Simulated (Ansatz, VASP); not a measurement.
**Two plane-wave programs on Ni**

```
Ni
1.0
     0.00000    1.77755    1.77755
     1.77755    0.00000    1.77755
     1.77755    1.77755    0.00000
Ni
1
Cartesian
  0.0000 0.0000 0.0000
```

Alike in both runs: task single point; functional PBEsol; k mesh 14 × 14 × 14; occupations fermi-dirac, width 0.0005 eV; collinear spin.

|  | VASP | Ansatz |
| --- | --- | --- |
| version | VASP 6.6.1 | Ansatz 0.2.0 |
| potentials or method | VASP PAW PBE potentials, release 64 (Ni), cutoff 600 eV | PAW, plane waves, scalar-relativistic |
| valence electrons in the cell | 10 | 18 |

Ansatz gave:

| Item | Value |
| --- | --- |
| pressure (GPa) | -15.4 |
| net moment per atom (μB) | 0.59 |
| size of the moment on the site where the two differ most (μB) | 0.62 |

Question: What did VASP give for the same quantities?

Answer: Pressure (GPa): -14.7; net moment per atom (μB): 0.68; size of the moment on the site where the two differ most (μB): 0.69.

VASP's potentials were made for PBE, not for PBEsol. Site moments also hang on the region over which each program counts them. VASP's potentials hold 10 valence electrons a cell and Ansatz's 18, so a difference there can come from the potentials and not from the codes.
